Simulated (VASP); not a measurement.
# BAs (lda) (F-43m) in VASP: further runs

Runs on BAs (lda). Level: LDA. Tasks: single point.

Everything below comes from runs of VASP 6.6.1. Logs are shortened: lines on timing, memory, paths and dates and some standing lists are left out, and cuts for length are marked.

**1. The cell of the first run**

Symmetry: F-43m, No. 216, cubic system. Conventional cell: a = 4.777 Å, b = 4.777 Å, c = 4.777 Å, α = 90.00°, β = 90.00°, γ = 90.00°. Within 2.7 Å of B (site symmetry -43m) lie 4 As at 2.07 Å. Within 2.7 Å of As (site symmetry -43m) lie 4 B at 2.07 Å.

**2. Single point, LDA**

INCAR

```
PREC = Accurate
ENCUT = 500
EDIFF = 1E-6
ISMEAR = 0
SIGMA = 0.1
LREAL = False
LASPH = True
NELM = 120
ALGO = Normal
ISIF = 2
LWAVE = False
LCHARG = False
NBANDS = 11
GGA_COMPAT = False
```

KPOINTS

```
Automatic mesh
0
Gamma
  6 6 6
```

POSCAR

```
BAs
1.0
    0.0000000000      2.3885000000      2.3885000000
    2.3885000000      0.0000000000      2.3885000000
    2.3885000000      2.3885000000      0.0000000000
B As
1 1
Direct
    0.0000000000      0.0000000000      0.0000000000
    0.2500000000      0.2500000000      0.2500000000
```

Potentials or basis: VASP PAW LDA potentials, release 64 (B, As).

Started as:

```
> cat potpaw_LDA.64/B/POTCAR potpaw_LDA.64/As/POTCAR > POTCAR
> mpirun -np 1 vasp_std > vasp.out
```

OUTCAR:

```text
PREC = Accurate
   ENCUT = 500
   EDIFF = 1E-6
   ISMEAR = 0
   LREAL = False
   LASPH = True
   NELM = 120
   ISIF = 2

 ion  position               nearest neighbor table
   1  0.000  0.000  0.000-   2 2.07   2 2.07   2 2.07   2 2.07
   2  0.250  0.250  0.250-   1 2.07   1 2.07   1 2.07   1 2.07

  LATTYP: Found a face centered cubic cell.
 ALAT       =     4.7770000000

  Lattice vectors:

 A1 = (   0.0000000000,   2.3885000000,   2.3885000000)
 A2 = (   2.3885000000,   0.0000000000,   2.3885000000)
 A3 = (   2.3885000000,   2.3885000000,   0.0000000000)

Analysis of symmetry for initial positions (statically):
=====================================================================
 Subroutine PRICEL returns:
 Original cell was already a primitive cell.

 Routine SETGRP: Setting up the symmetry group for a
 face centered cubic supercell.

 Subroutine GETGRP returns: Found 24 space group operations
 (whereof 24 operations were pure point group operations)
 out of a pool of 48 trial point group operations.

The static configuration has the point symmetry T_d .

Analysis of symmetry for dynamics (positions and initial velocities):
=====================================================================
 Subroutine PRICEL returns:
 Original cell was already a primitive cell.

 Routine SETGRP: Setting up the symmetry group for a
 face centered cubic supercell.

 Subroutine GETGRP returns: Found 24 space group operations
 (whereof 24 operations were pure point group operations)
 out of a pool of 48 trial point group operations.

The dynamic configuration has the point symmetry T_d .

 Subroutine INISYM returns: Found 24 space group operations
 (whereof 24 operations are pure point group operations),
 and found     1 'primitive' translations

----------------------------------------------------------------------------------------

                                     Primitive cell

  volume of cell :      27.2525

  direct lattice vectors                    reciprocal lattice vectors
     0.000000000  2.388500000  2.388500000    -0.209336404  0.209336404  0.209336404
     2.388500000  0.000000000  2.388500000     0.209336404 -0.209336404  0.209336404
     2.388500000  2.388500000  0.000000000     0.209336404  0.209336404 -0.209336404

  length of vectors
     3.377849094  3.377849094  3.377849094     0.362581287  0.362581287  0.362581287

  position of ions in fractional coordinates (direct lattice)
     0.000000000  0.000000000  0.000000000
     0.250000000  0.250000000  0.250000000

  ion indices of the primitive-cell ions
   primitive index   ion index
                 1           1
                 2           2

----------------------------------------------------------------------------------------

 KPOINTS: Automatic mesh

Automatic generation of k-mesh.
 Grid dimensions read from file:
 generate k-points for:    6    6    6

 Generating k-lattice:

  Cartesian coordinates                     Fractional coordinates (reciprocal lattice)
    -0.034889401  0.034889401  0.034889401     0.166666667  0.000000000  0.000000000
     0.034889401 -0.034889401  0.034889401     0.000000000  0.166666667  0.000000000
     0.034889401  0.034889401 -0.034889401     0.000000000  0.000000000  0.166666667

  Length of vectors
     0.060430214  0.060430214  0.060430214

  Shift w.r.t. Gamma in fractional coordinates (k-lattice)
     0.000000000  0.000000000  0.000000000

 Subroutine IBZKPT returns following result:
 ===========================================

 Found     16 irreducible k-points:

 Following reciprocal coordinates:
            Coordinates               Weight
  0.000000  0.000000  0.000000      1.000000
  0.166667  0.000000  0.000000      8.000000
  0.333333  0.000000  0.000000      8.000000
  0.500000  0.000000  0.000000      4.000000
  0.166667  0.166667  0.000000      6.000000
  0.333333  0.166667  0.000000     24.000000
[... 8 lines left out ...]
 -0.333333  0.333333  0.166667     24.000000
 -0.333333  0.500000  0.166667     12.000000
   k-points           NKPTS =     16   k-points in BZ     NKDIM =     16   number of bands    NBANDS=     11
   number of dos      NEDOS =    301   number of ions     NIONS =      2
   total plane-waves  NPLWV =  21952
   dimension x,y,z NGX =    28 NGY =   28 NGZ =   28
   dimension x,y,z NGXF=    56 NGYF=   56 NGZF=   56
   ions per type =               1   1
   NGX,Y,Z   is equivalent  to a cutoff of  13.78, 13.78, 13.78 a.u.
   NGXF,Y,Z  is equivalent  to a cutoff of  27.56, 27.56, 27.56 a.u.
 SYSTEM =  unknown system
   PREC   = accura    normal or accurate (medium, high low for compatibility)
   ISTART =      0    job   : 0-new  1-cont  2-samecut
   ICHARG =      2    charge: 1-file 2-atom 10-const
   ISPIN  =      1    spin polarized calculation?
   LNONCOLLINEAR =      F non collinear calculations
   LSORBIT =      F    spin-orbit coupling
   LASPH  =      T    aspherical Exc in radial PAW
   ENCUT  =  500.0 eV  36.75 Ry    6.06 a.u.   6.16  6.16  6.16*2*pi/ulx,y,z
   NELM   =    120;   NELMIN=  2; NELMDL= -5     # of ELM steps
   EDIFF  = 0.1E-05   stopping-criterion for ELM
   LREAL  =      F    real-space projection
   EDIFFG = 0.1E-04   stopping-criterion for IOM
   NSW    =      0    number of steps for IOM
   IBRION =     -1    ionic relax: 0-MD 1-quasi-New 2-CG
   NFREE  =      0    steps in history (QN), initial steepest desc. (CG)
   ISIF   =      2    stress and relaxation
   ISYM   =      2    0-nonsym 1-usesym 2-fastsym
   POTIM  = 0.5000    time-step for ionic-motion
   TEBEG  =    0.0;   TEEND  =   0.0 temperature during run
   PSTRESS=    0.0 pullay stress
   NELECT =       8.0000    total number of electrons
   NUPDOWN=      -1.0000    fix difference up-down
   EMIN   =  10.00;   EMAX   =-10.00  energy-range for DOS
   EFERMI =   0.00;   METHOD = LEGACY
   ISMEAR =     0;   SIGMA  =   0.10  broadening in eV -4-tet -1-fermi 0-gaus
   EFERMI_NEDOS =   21; number of points for ismear=-14 and -15
   IALGO  =     38    algorithm
   IMIX   =      4    mixing-type and parameters
     AMIX     =   0.40;   BMIX     =  1.00
     AMIX_MAG =   1.60;   BMIX_MAG =  1.00
  volume/ion in A,a.u.               =      13.63        91.95
  Fermi-wavevector in a.u.,A,eV,Ry     =   1.088018  2.056057 16.106360  1.183784
  Thomas-Fermi vector in A             =   2.224191
   LORBIT       =      0    0 simple, 1 ext, 2 COOP (PROOUT), +10 PAW based schemes
   GGA     = CA    functional components
   LHFCALC =     F    Hartree Fock is set to
   AEXX    =    0.0000 exact exchange contribution
   IVDW    =     0    specifies the selected vdW correction
   LEPSILON=     F    determine dielectric tensor
   LRPA    =     F    only Hartree local field effects (RPA)
 non-spin polarized calculation
 Gauss-broadening in eV      SIGMA  =   0.10
  energy-cutoff  :      500.00
  volume of cell :       27.25
 maximum number of plane-waves:       701
 NGX is ok and might be reduce to    28
   NGX = 13   NGY = 13   NGZ = 13

 number of electron       8.0000000 magnetization

 Free energy of the ion-electron system (eV)
  ---------------------------------------------------
  ext. energy  EPLUGINS =         0.00000000
  ---------------------------------------------------
  free energy    TOTEN  =       -12.90175019 eV

  energy without entropy =      -12.90175019  energy(sigma->0) =      -12.90175019

 E-fermi :   6.6336     XC(G=0): -10.7821

 val. band max:        6.1631430658   @ k =   0.0000   0.0000   0.0000
 cond. band min:       7.3840212647   @ k =   0.3333   0.3333   0.0000
 fundamental gap:      1.2208781989
 Fermi energy:         6.6336128329

 k-point     1 :       0.0000    0.0000    0.0000
  band No.  band energies     occupation
      1      -9.2158      2.00000
      2       6.1631      2.00000
      3       6.1631      2.00000
      4       6.1631      2.00000
      5       9.4096      0.00000
      6       9.4096      0.00000
      7       9.4096      0.00000
      8      10.8555      0.00000
      9      15.5146      0.00000
     10      19.1918      0.00000
     11      19.1918      0.00000

 k-point     2 :       0.1667    0.0000    0.0000
  band No.  band energies     occupation
      1      -8.7643      2.00000
      2       3.2166      2.00000
      3       5.4820      2.00000
      4       5.4820      2.00000
      5       9.4354      0.00000
      6      10.2929      0.00000
      7      10.2929      0.00000
      8      12.7719      0.00000
      9      16.9404      0.00000
     10      17.4554      0.00000
     11      17.4554      0.00000

 k-point     3 :       0.3333    0.0000    0.0000
  band No.  band energies     occupation
      1      -7.5032      2.00000
      2      -0.5572      2.00000
      3       4.6500      2.00000
      4       4.6500      2.00000
      5       9.0161      0.00000
      6      10.9558      0.00000
      7      10.9558      0.00000
      8      14.6997      0.00000
      9      17.4682      0.00000
     10      18.1673      0.00000
     11      18.1673      0.00000

 k-point     4 :       0.5000    0.0000    0.0000
  band No.  band energies     occupation
      1      -6.3586      2.00000
      2      -2.5951      2.00000
      3       4.3454      2.00000
      4       4.3454      2.00000
      5       8.8526      0.00000
      6      10.9089      0.00000
      7      10.9089      0.00000
      8      14.8514      0.00000
      9      18.6349      0.00000
     10      20.6484      0.00000
     11      20.6484      0.00000
[... 127 lines left out ...]
 k-point    14 :       0.5000    0.3333    0.1667
  band No.  band energies     occupation
      1      -6.4312      2.00000
      2      -0.5356      2.00000
      3       1.2846      2.00000
      4       2.9440      2.00000
      5       9.8863      0.00000
      6      11.2846      0.00000
      7      11.9856      0.00000
      8      15.1267      0.00000
      9      17.4816      0.00000
     10      19.8190      0.00000
     11      22.0726      0.00000

 k-point    15 :      -0.3333    0.3333    0.1667
  band No.  band energies     occupation
      1      -5.4207      2.00000
      2      -1.8097      2.00000
      3       0.7463      2.00000
      4       2.2908      2.00000
      5      10.4268      0.00000
      6      11.3581      0.00000
      7      13.5281      0.00000
      8      14.9953      0.00000
      9      16.3074      0.00000
     10      20.5260      0.00000
     11      22.2767      0.00000

 k-point    16 :      -0.3333    0.5000    0.1667
  band No.  band energies     occupation
      1      -4.9596      2.00000
      2      -1.9277      2.00000
      3       0.9971      2.00000
      4       1.1889      2.00000
      5       9.8990      0.00000
      6      10.0620      0.00000
      7      14.7590      0.00000
      8      14.9414      0.00000
      9      18.3096      0.00000
     10      21.6963      0.00000
     11      21.9010      0.00000

------------------------ aborting loop because EDIFF is reached ----------------------------------------

  FORCE on cell =-STRESS in cart. coord.  units (eV):
  Direction    XX          YY          ZZ          XY          YZ          ZX
  --------------------------------------------------------------------------------------
  -------------------------------------------------------------------------------------
  Total       -0.5190142     -0.5190142     -0.5190142      0.0000000      0.0000000      0.0000000
  in kB      -30.5129453    -30.5129453    -30.5129453      0.0000000      0.0000000      0.0000000
  external PRESSURE =     -30.5129453 kB  Pullay stress =       0.0000000 kB

 VOLUME and BASIS-vectors are now :
 -----------------------------------------------------------------------------
  energy-cutoff  :      500.00
  volume of cell :       27.25
      direct lattice vectors                 reciprocal lattice vectors
     0.000000000  2.388500000  2.388500000    -0.209336404  0.209336404  0.209336404
     2.388500000  0.000000000  2.388500000     0.209336404 -0.209336404  0.209336404
     2.388500000  2.388500000  0.000000000     0.209336404  0.209336404 -0.209336404

 POSITION                                       TOTAL-FORCE (eV/Angst)
 -----------------------------------------------------------------------------------
      0.00000      0.00000      0.00000        -0.000000     -0.000000      0.000000
      1.19425      1.19425      1.19425         0.000000      0.000000      0.000000
 -----------------------------------------------------------------------------------
    total drift:                               -0.000000     -0.000000     -0.000000

  FREE ENERGIE OF THE ION-ELECTRON SYSTEM (eV)
  ---------------------------------------------------
  free  energy   TOTEN  =       -12.9017501893 eV

  energy  without entropy=      -12.9017501893  energy(sigma->0) =      -12.90175019
```

It took 5 s on 1 thread of Intel Xeon Platinum 8559C (Emerald Rapids), shared host; peak memory 0.13 GiB.

Results:

```
Free energy            : -12.9018 eV
Pressure               : -3.1 GPa
Band gap on the k mesh : 1.22 eV, indirect (least direct gap 3.25 eV)
```

**3. Single point, LDA**

This run uses another cell than the first one, of 13.24 Å³/atom, 0.972 times its volume.

INCAR

```
SYSTEM = BAs
  PREC = Accurate
  ENCUT = 500
  EDIFF = 1E-6
  ISMEAR = 0
  SIGMA = 0.02
  LREAL = .FALSE.
  LASPH = .TRUE.
  NELM = 120
  ALGO = Normal
  ISIF = 2
  LWAVE = .FALSE.
  LCHARG = .FALSE.
  NBANDS = 11
  GGA_COMPAT = .FALSE.
```

KPOINTS

```
Automatic mesh
0
G
  8 8 8
  0 0 0
```

POSCAR

```
BAs
1.0
    0.0000000000      2.3659881175      2.3659881175
    2.3659881175      0.0000000000      2.3659881175
    2.3659881175      2.3659881175      0.0000000000
B As
1 1
Direct
    0.0000000000      0.0000000000      0.0000000000
    0.2500000000      0.2500000000      0.2500000000
```

Potentials or basis: VASP PAW LDA potentials, release 64 (B, As).

Started as:

```
> cat potpaw_LDA.64/B/POTCAR potpaw_LDA.64/As/POTCAR > POTCAR
> mpirun -np 1 vasp_std > vasp.out
```

It took 4.7 s on 1 thread of Intel Xeon Platinum 8559C (Emerald Rapids), shared host; peak memory 0.12 GiB.

It converged, with:

```yaml
Free_energy: -12.9235 eV
Pressure: 1.0 GPa
Band_gap_on_the_k_mesh: 1.11 eV, indirect (least direct gap 3.29 eV)
```

Levels at points of the mesh, in eV from the valence-band top:
```csv
k point,band 1,band 2,band 3,band 4,band 5,band 6,band 7,band 8
"(0.00, 0.00, 0.00)",-15.64,0.00,0.00,0.00,3.29,3.29,3.29,5.06
"(0.50, 0.00, 0.00)",-12.68,-8.97,-1.87,-1.87,2.86,4.78,4.78,8.75
"(0.50, 0.50, 0.00)",-11.35,-8.59,-4.20,-4.20,1.31,1.38,11.51,11.51
```

**4. Single point, LDA**

This run uses another cell than the first one, of 13.24 Å³/atom, 0.972 times its volume.

INCAR

```
PREC     = Accurate       # precision mode
ENCUT    = 500            # plane-wave cutoff, eV
EDIFF    = 1E-6           # SCF threshold, eV
ISMEAR   = 0              # smearing method
SIGMA    = 0.01           # smearing width, eV
LREAL    = F              # projectors in reciprocal space
LASPH    = T              # aspherical terms in the spheres
NELM     = 120            # most SCF steps
ALGO     = Normal         # electronic algorithm
ISIF     = 2              # what is computed and relaxed
LWAVE    = F              # write WAVECAR
LCHARG   = T              # write CHGCAR
GGA      = CA             # functional
LELF     = T              # ELF
LVHAR    = T            
NBANDS   = 11             # bands
GGA_COMPAT= F
```

KPOINTS

```
regular mesh
0
Gamma
  8 8 8
```

POSCAR is that of step 3.

Started as:

```
> cat potpaw_LDA.64/B/POTCAR potpaw_LDA.64/As/POTCAR > POTCAR
> mpirun -np 1 vasp_std > vasp.out
```

Wall time 4.8 s (1 thread of Intel Xeon Platinum 8559C (Emerald Rapids), shared host); peak memory 0.12 GiB.

Results (log left out):

- Free energy: -12.9235 eV
- Pressure: 1.0 GPa
- Band gap on the k mesh: 1.11 eV, indirect (least direct gap 3.29 eV)

Levels at points of the mesh, in eV from the valence-band top:
```csv
k point,band 2,band 3,band 4,band 5,band 6,band 7
"(0.00, 0.00, 0.00)",0.00,0.00,0.00,3.29,3.29,3.29
"(0.50, 0.00, 0.00)",-8.97,-1.87,-1.87,2.86,4.78,4.78
"(0.50, 0.50, 0.00)",-8.59,-4.20,-4.20,1.31,1.38,11.51
```

A k mesh can miss the band edges.

**5. Overview**

| cell | k mesh | smearing | gap on the mesh (eV) | pressure (GPa) |
| --- | --- | --- | --- | --- |
| a = 3.378 Å, angles 60.0°, 2 atoms | 6 × 6 × 6 | gaussian 0.1 eV | 1.22 | -3.1 |
| a = 3.346 Å, angles 60.0°, 2 atoms | 8 × 8 × 8 | gaussian 0.02 eV | 1.11 | 1.0 |
| a = 3.346 Å, angles 60.0°, 2 atoms | 8 × 8 × 8 | gaussian 0.01 eV | 1.11 | 1.0 |

Alike in all rows: task single point; level LDA; potentials or basis VASP PAW LDA potentials, release 64 (B, As); no spin polarisation; cutoff (eV) 500.

Absolute energies hang on the potentials; compare differences alone.
